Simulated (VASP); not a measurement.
# Cr (Im-3m) in VASP: notebook

Cr is run at these levels: PBE; tasks: single point.

Everything below comes from runs of VASP 6.6.1. Logs are shortened: lines on timing, memory, paths and dates and some standing lists are left out, and cuts for length are marked.

### Step 1. The cell of the first run

The structure is cubic, space group Im-3m (No. 229). The conventional cell has a = 2.334 Å, b = 2.334 Å, c = 2.334 Å, α = 90.00°, β = 90.00°, γ = 90.00°. Cr (site symmetry m-3m) has 14 Cr at 2.02 to 2.33 Å within 2.7 Å.

### Step 2. Single point, PBE, collinear spin, ferromagnetic start (6.36 Å³/atom)

INCAR

```
  PREC = Accurate
  ENCUT = 520
  EDIFF = 1E-7
  ISMEAR = -1
  SIGMA = 0.05
  LREAL = False
  LASPH = True
  NELM = 150
  ALGO = Normal
  ISIF = 2
  LWAVE = False
  LCHARG = True
  ISPIN = 2
  MAGMOM = 2
  LORBIT = 11
  LMAXMIX = 4
  GGA = PE
  LELF = True
  LVHAR = True
  NBANDS = 16
```

KPOINTS

```
Automatic mesh
0
Gamma
  21 21 21
```

POSCAR

```
Cr
1.0
   -1.1668945130      1.1668945130      1.1668945130
    1.1668945130     -1.1668945130      1.1668945130
    1.1668945130      1.1668945130     -1.1668945130
Cr
1
Direct
    0.0000000000      0.0000000000      0.0000000000
```

Potentials or basis: VASP PAW PBE potentials, release 64 (Cr_pv).

On the command line:

```bash
cat potpaw_PBE.64/Cr_pv/POTCAR > POTCAR
mpirun -np 1 vasp_std > vasp.out
```

OUTCAR:

```text
PREC = Accurate
   ENCUT = 520
   EDIFF = 1E-7
   ISMEAR = -1
   LREAL = False
   LASPH = True
   NELM = 150
   ISIF = 2
   ISPIN = 2
   LORBIT = 11
   GGA = PE

 ion  position               nearest neighbor table
   1  0.000  0.000  0.000-

  LATTYP: Found a body centered cubic cell.
 ALAT       =     2.3337890260

  Lattice vectors:

 A1 = (  -1.1668945130,   1.1668945130,   1.1668945130)
 A2 = (   1.1668945130,  -1.1668945130,   1.1668945130)
 A3 = (   1.1668945130,   1.1668945130,  -1.1668945130)

Analysis of symmetry for initial positions (statically):
=====================================================================
 Subroutine PRICEL returns:
 Original cell was already a primitive cell.

 Routine SETGRP: Setting up the symmetry group for a
 body centered cubic supercell.

 Subroutine GETGRP returns: Found 48 space group operations
 (whereof 48 operations were pure point group operations)
 out of a pool of 48 trial point group operations.

The static configuration has the point symmetry O_h .

Analysis of symmetry for dynamics (positions and initial velocities):
=====================================================================
 Subroutine PRICEL returns:
 Original cell was already a primitive cell.

 Routine SETGRP: Setting up the symmetry group for a
 body centered cubic supercell.

 Subroutine GETGRP returns: Found 48 space group operations
 (whereof 48 operations were pure point group operations)
 out of a pool of 48 trial point group operations.

The dynamic configuration has the point symmetry O_h .

Analysis of structural, dynamic, and magnetic symmetry:
=====================================================================
 Subroutine PRICEL returns:
 Original cell was already a primitive cell.

 Routine SETGRP: Setting up the symmetry group for a
 body centered cubic supercell.

 Subroutine GETGRP returns: Found 48 space group operations
 (whereof 48 operations were pure point group operations)
 out of a pool of 48 trial point group operations.

The overall configuration has the point symmetry O_h .

 Subroutine INISYM returns: Found 48 space group operations
 (whereof 48 operations are pure point group operations),
 and found     1 'primitive' translations

----------------------------------------------------------------------------------------

                                     Primitive cell

[... 102 lines left out ...]
   EFERMI =   0.00;   METHOD = LEGACY
   ISMEAR =    -1;   SIGMA  =   0.05  broadening in eV -4-tet -1-fermi 0-gaus
   EFERMI_NEDOS =   21; number of points for ismear=-14 and -15
   IALGO  =     38    algorithm
   IMIX   =      4    mixing-type and parameters
     AMIX     =   0.40;   BMIX     =  1.00
     AMIX_MAG =   1.60;   BMIX_MAG =  1.00
  volume/ion in A,a.u.               =       6.36        42.89
  Fermi-wavevector in a.u.,A,eV,Ry     =   2.023409  3.823688 55.704748  4.094183
  Thomas-Fermi vector in A             =   3.033163
   LORBIT       =     11    0 simple, 1 ext, 2 COOP (PROOUT), +10 PAW based schemes
   GGA     = PE    functional components
   LHFCALC =     F    Hartree Fock is set to
   AEXX    =    0.0000 exact exchange contribution
   IVDW    =     0    specifies the selected vdW correction
   LEPSILON=     F    determine dielectric tensor
   LRPA    =     F    only Hartree local field effects (RPA)
 spin polarized calculation
  energy-cutoff  :      520.00
  volume of cell :        6.36
 maximum number of plane-waves:       179
   NGX =  7   NGY =  7   NGZ =  7

 number of electron      12.0000003 magnetization      -0.0000599

 number of electron      12.0000003 magnetization       0.0000035

 Free energy of the ion-electron system (eV)
  ---------------------------------------------------
  ext. energy  EPLUGINS =         0.00000000
  ---------------------------------------------------
  free energy    TOTEN  =        -4.39243034 eV

  energy without entropy =       -4.38803649  energy(sigma->0) =       -4.39023342

 E-fermi :  22.3728     XC(G=0): -17.5232

 val. band max:       22.3539995672   @ k =  -0.3333   0.3810   0.1905
 cond. band min:      22.3772235120   @ k =   0.3810   0.1429   0.0952
 fundamental gap:      0.0232239448
 Fermi energy:        22.3727552524

 spin component 1

 k-point     1 :       0.0000    0.0000    0.0000
  band No.  band energies     occupation
      1     -19.2515      1.00000
      2     -19.2515      1.00000
      3     -19.2515      1.00000
      4      13.7236      1.00000
      5      19.8722      1.00000
      6      19.8722      1.00000
[... 435 lines left out ...]
      5      18.1292      1.00000
      6      19.6060      1.00000
[... 8 lines left out ...]
     15      64.0815      0.00000
     16      70.3409      0.00000

 [... further k-points ...]

 spin component 2

 k-point     1 :       0.0000    0.0000    0.0000
  band No.  band energies     occupation
      1     -19.2515      1.00000
      2     -19.2515      1.00000
      3     -19.2515      1.00000
      4      13.7236      1.00000
      5      19.8722      1.00000
      6      19.8722      1.00000
[... 435 lines left out ...]
      5      18.1292      1.00000
      6      19.6060      1.00000
[... 8 lines left out ...]
     15      64.0815      0.00000
     16      70.3409      0.00000

 [... further k-points ...]

------------------------ aborting loop because EDIFF is reached ----------------------------------------

  FORCE on cell =-STRESS in cart. coord.  units (eV):
  Direction    XX          YY          ZZ          XY          YZ          ZX
  --------------------------------------------------------------------------------------
  -------------------------------------------------------------------------------------
  Total       20.9019414     20.9019414     20.9019414     -0.0000000      0.0000000     -0.0000000
  in kB     5269.1726005   5269.1726005   5269.1726005     -0.0000000      0.0000000     -0.0000000
  external PRESSURE =    5269.1726005 kB  Pullay stress =       0.0000000 kB

 VOLUME and BASIS-vectors are now :
 -----------------------------------------------------------------------------
  energy-cutoff  :      520.00
  volume of cell :        6.36
      direct lattice vectors                 reciprocal lattice vectors
    -1.166894513  1.166894513  1.166894513     0.000000000  0.428487746  0.428487746
     1.166894513 -1.166894513  1.166894513     0.428487746  0.000000000  0.428487746
     1.166894513  1.166894513 -1.166894513     0.428487746  0.428487746  0.000000000

 POSITION                                       TOTAL-FORCE (eV/Angst)
 -----------------------------------------------------------------------------------
      0.00000      0.00000      0.00000         0.000000      0.000000     -0.000000
 -----------------------------------------------------------------------------------
    total drift:                                0.000000      0.000000     -0.000000

  FREE ENERGIE OF THE ION-ELECTRON SYSTEM (eV)
  ---------------------------------------------------
  free  energy   TOTEN  =        -4.3924303388 eV

  energy  without entropy=       -4.3880364926  energy(sigma->0) =       -4.39023342

 total charge

# of ion       s       p       d       tot
------------------------------------------
    1        0.700   6.906   5.586  13.193

 magnetization (x)

# of ion       s       p       d       tot
------------------------------------------
    1        0.000  -0.000   0.000   0.000
```

It took 63 s on 1 thread of Intel Xeon 8259CL, shared host; peak memory 0.16 GiB.

What came out:

| Property | Result |
| --- | --- |
| Free energy | -4.3924 eV |
| Pressure | 526.9 GPa |
| Band gap on the k mesh | zero (filled and empty bands overlap) |
| Net moment | 0.00 μB per cell |

Caveat: the cell stands under pressure.

### Step 3. Single point, PBE, collinear spin, ferromagnetic start (7.51 Å³/atom)

This run uses another cell than the first one, of 7.51 Å³/atom.

INCAR

```
SYSTEM = Cr
PREC = Accurate
ENCUT = 520
EDIFF = 1E-7
ISMEAR = -1
SIGMA = 0.05
LREAL = .False.
LASPH = .True.
NELM = 150
ALGO = Normal
ISIF = 2
LWAVE = .False.
LCHARG = .False.
ISPIN = 2
MAGMOM = 2
LORBIT = 11
LMAXMIX = 4
GGA = PE
NBANDS = 16
```

KPOINTS

```
regular mesh
0
Gamma
  21 21 21
  0 0 0
```

POSCAR

```
Cr
1.0
   -1.2337158758      1.2337158758      1.2337158758
    1.2337158758     -1.2337158758      1.2337158758
    1.2337158758      1.2337158758     -1.2337158758
Cr
1
Direct
    0.0000000000      0.0000000000      0.0000000000
```

Potentials or basis: VASP PAW PBE potentials, release 64 (Cr_pv).

On the command line:

```bash
cat potpaw_PBE.64/Cr_pv/POTCAR > POTCAR
mpirun -np 1 vasp_std > vasp.out
```

OUTCAR:

```text
SYSTEM = Cr
   PREC = Accurate
   ENCUT = 520
   EDIFF = 1E-7
   ISMEAR = -1
   LREAL = .False.
   LASPH = .True.
   NELM = 150
   ISIF = 2
   ISPIN = 2
   LORBIT = 11
   GGA = PE

 ion  position               nearest neighbor table
   1  0.000  0.000  0.000-

  LATTYP: Found a body centered cubic cell.
 ALAT       =     2.4674317516

  Lattice vectors:

 A1 = (  -1.2337158758,   1.2337158758,   1.2337158758)
 A2 = (   1.2337158758,  -1.2337158758,   1.2337158758)
 A3 = (   1.2337158758,   1.2337158758,  -1.2337158758)

Analysis of symmetry for initial positions (statically):
=====================================================================
 Subroutine PRICEL returns:
 Original cell was already a primitive cell.

 Routine SETGRP: Setting up the symmetry group for a
 body centered cubic supercell.

 Subroutine GETGRP returns: Found 48 space group operations
 (whereof 48 operations were pure point group operations)
 out of a pool of 48 trial point group operations.

The static configuration has the point symmetry O_h .

Analysis of symmetry for dynamics (positions and initial velocities):
=====================================================================
 Subroutine PRICEL returns:
 Original cell was already a primitive cell.

 Routine SETGRP: Setting up the symmetry group for a
 body centered cubic supercell.

 Subroutine GETGRP returns: Found 48 space group operations
 (whereof 48 operations were pure point group operations)
 out of a pool of 48 trial point group operations.

The dynamic configuration has the point symmetry O_h .

Analysis of structural, dynamic, and magnetic symmetry:
=====================================================================
 Subroutine PRICEL returns:
 Original cell was already a primitive cell.

 Routine SETGRP: Setting up the symmetry group for a
 body centered cubic supercell.

 Subroutine GETGRP returns: Found 48 space group operations
 (whereof 48 operations were pure point group operations)
 out of a pool of 48 trial point group operations.

The overall configuration has the point symmetry O_h .

[... 134 lines left out ...]

 number of electron      12.0000008 magnetization       0.0000083

 Free energy of the ion-electron system (eV)
  ---------------------------------------------------
  ext. energy  EPLUGINS =         0.00000000
  ---------------------------------------------------
  free energy    TOTEN  =        -7.16193293 eV

  energy without entropy =       -7.15754437  energy(sigma->0) =       -7.15973865

 E-fermi :  18.5740     XC(G=0): -16.3667

 val. band max:       18.5662658431   @ k =  -0.2381   0.2381   0.0952
 cond. band min:      18.5842667130   @ k =  -0.2857   0.3810   0.1429
 fundamental gap:      0.0180008699
 Fermi energy:        18.5740196273

 spin component 1

 k-point     1 :       0.0000    0.0000    0.0000
  band No.  band energies     occupation
      1     -23.4341      1.00000
      2     -23.4341      1.00000
      3     -23.4341      1.00000
      4       9.6741      1.00000
      5      16.7069      1.00000
      6      16.7069      1.00000
[... 435 lines left out ...]
      5      15.3060      1.00000
      6      16.0491      1.00000
[... 8 lines left out ...]
     15      55.3715      0.00000
     16      61.6787      0.00000

 [... further k-points ...]

 spin component 2

 k-point     1 :       0.0000    0.0000    0.0000
  band No.  band energies     occupation
      1     -23.4341      1.00000
      2     -23.4341      1.00000
      3     -23.4341      1.00000
      4       9.6740      1.00000
      5      16.7069      1.00000
      6      16.7069      1.00000
[... 435 lines left out ...]
      5      15.3060      1.00000
      6      16.0491      1.00000
[... 8 lines left out ...]
     15      55.3715      0.00000
     16      61.6787      0.00000

 [... further k-points ...]

------------------------ aborting loop because EDIFF is reached ----------------------------------------

  FORCE on cell =-STRESS in cart. coord.  units (eV):
  Direction    XX          YY          ZZ          XY          YZ          ZX
  --------------------------------------------------------------------------------------
  -------------------------------------------------------------------------------------
  Total       12.6719585     12.6719585     12.6719585     -0.0000000      0.0000000     -0.0000000
  in kB     2703.0175896   2703.0175896   2703.0175896     -0.0000000      0.0000000     -0.0000000
  external PRESSURE =    2703.0175896 kB  Pullay stress =       0.0000000 kB

 VOLUME and BASIS-vectors are now :
 -----------------------------------------------------------------------------
  energy-cutoff  :      520.00
  volume of cell :        7.51
      direct lattice vectors                 reciprocal lattice vectors
    -1.233715876  1.233715876  1.233715876     0.000000000  0.405279700  0.405279700
     1.233715876 -1.233715876  1.233715876     0.405279700  0.000000000  0.405279700
     1.233715876  1.233715876 -1.233715876     0.405279700  0.405279700  0.000000000

 POSITION                                       TOTAL-FORCE (eV/Angst)
 -----------------------------------------------------------------------------------
      0.00000      0.00000      0.00000         0.000000      0.000000      0.000000
 -----------------------------------------------------------------------------------
    total drift:                                0.000000      0.000000      0.000000

  FREE ENERGIE OF THE ION-ELECTRON SYSTEM (eV)
  ---------------------------------------------------
  free  energy   TOTEN  =        -7.1619329323 eV

  energy  without entropy=       -7.1575443734  energy(sigma->0) =       -7.15973865

 total charge

# of ion       s       p       d       tot
------------------------------------------
    1        0.626   6.746   5.050  12.422

 magnetization (x)

# of ion       s       p       d       tot
------------------------------------------
    1        0.000  -0.000   0.000   0.000
```

OSZICAR:

```text
N       E                     dE             d eps       ncg     rms          rms(c)
DAV:   1     0.705287431282E+02    0.70529E+02   -0.60411E+03 19560   0.969E+02
DAV:   2    -0.613920566058E+01   -0.76668E+02   -0.72223E+02 19480   0.247E+02
DAV:   3    -0.719436855227E+01   -0.10552E+01   -0.10539E+01 20888   0.312E+01
DAV:   4    -0.719603964264E+01   -0.16711E-02   -0.16711E-02 21240   0.124E+00
DAV:   5    -0.719604427400E+01   -0.46314E-05   -0.46330E-05 21360   0.584E-02    0.263E+01
DAV:   6    -0.720253681117E+01   -0.64925E-02   -0.49092E-01 19448   0.144E+01    0.840E+00
DAV:   7    -0.715721228314E+01    0.45325E-01   -0.49515E-02 19984   0.362E+00    0.399E+00
DAV:   8    -0.716577271271E+01   -0.85604E-02   -0.58096E-03 18896   0.785E-01    0.141E+00
DAV:   9    -0.716252037904E+01    0.32523E-02   -0.82504E-04 21392   0.390E-01    0.578E-01
DAV:  10    -0.716193462353E+01    0.58576E-03   -0.50540E-04 20216   0.322E-01    0.886E-02
DAV:  11    -0.716194467665E+01   -0.10053E-04   -0.14892E-05 20112   0.372E-02    0.248E-02
DAV:  12    -0.716193620610E+01    0.84706E-05   -0.12313E-06 21616   0.116E-02    0.991E-03
DAV:  13    -0.716193307801E+01    0.31281E-05   -0.27448E-07 16608   0.449E-03    0.207E-03
DAV:  14    -0.716193293530E+01    0.14271E-06   -0.15922E-08 10208   0.146E-03    0.936E-04
DAV:  15    -0.716193293228E+01    0.30184E-08   -0.81388E-10  9432   0.294E-04
   1 F= -.71619329E+01 E0= -.71597387E+01  d E =-.438856E-02  mag=     0.0000
```

stdout:

```text
POSCAR found type information on POSCAR Cr
 POSCAR found :  1 types and       1 ions
 scaLAPACK will be used
 LDA part: xc-table for (Slater+PW92), standard interpolation
 POSCAR, INCAR and KPOINTS ok, starting setup
 FFT: planning ... GRIDC
 FFT: planning ... GRID_SOFT
 FFT: planning ... GRID
 WAVECAR not read
 entering main loop
```

Wall time 64 s (1 thread of Intel Xeon 8259CL, shared host); peak memory 0.16 GiB.

Results:

- Free energy: -7.1619 eV
- Pressure: 270.3 GPa
- Band gap on the k mesh: zero (filled and empty bands overlap)
- Net moment: 0.00 μB per cell

Caveat: the cell stands under pressure; an empty level that is flat over the whole mesh can mark a ghost state of the potentials, or a narrow d or f band.

### Step 4. Single point, PBE, collinear spin, ferromagnetic start (7.51 Å³/atom)

This run uses another cell than the first one, of 7.51 Å³/atom.

INCAR

```
PREC     = Accurate       # precision mode
ENCUT    = 520            # plane-wave cutoff, eV
EDIFF    = 1E-6           # SCF threshold, eV
ISMEAR   = -1             # smearing method
SIGMA    = 0.05           # smearing width, eV
LREAL    = False          # projectors in reciprocal space
LASPH    = True           # aspherical terms in the spheres
NELM     = 150            # most SCF steps
ALGO     = Normal         # electronic algorithm
ISIF     = 2              # what is computed and relaxed
LWAVE    = False          # write WAVECAR
LCHARG   = False          # write CHGCAR
ISPIN    = 2              # spin polarisation
MAGMOM   = 2              # initial moments
LORBIT   = 11             # projections on sites
LMAXMIX  = 4              # l up to which the mixer works
GGA      = PE             # functional
NBANDS   = 16             # bands
```

KPOINTS

```
Automatic mesh
0
Gamma
  21 21 21
```

POSCAR is that of step 3.

On the command line:

```bash
cat potpaw_PBE.64/Cr_pv/POTCAR > POTCAR
mpirun -np 1 vasp_std > vasp.out
```

It took 48 s on 1 thread of Intel Xeon 8259CL, shared host; peak memory 0.16 GiB.

The run converged. Its results:

```
Free energy            : -7.1619 eV
Pressure               : 270.3 GPa
Band gap on the k mesh : zero (filled and empty bands overlap)
Net moment             : 0.00 μB per cell
```

Levels at points of the mesh, in eV from the Fermi level:
Spin up:
| k point | band 2 | band 3 | band 4 | band 5 | band 6 | band 7 | band 8 | band 9 | band 10 | band 11 |
| --- | --- | --- | --- | --- | --- | --- | --- | --- | --- | --- |
| (0.00, 0.00, 0.00) | -42.01 | -42.01 | -8.90 | -1.87 | -1.87 | -1.87 | 1.66 | 1.66 | 7.37 | 25.34 |
Spin down:
```csv
k point,band 4,band 5,band 6,band 7,band 8,band 9
"(0.00, 0.00, 0.00)",-8.90,-1.87,-1.87,-1.87,1.66,1.66
```

Caveat: the cell stands under pressure; an empty level that is flat over the whole mesh can mark a ghost state of the potentials, or a narrow d or f band.

(Part 1 of 2 ends here.)
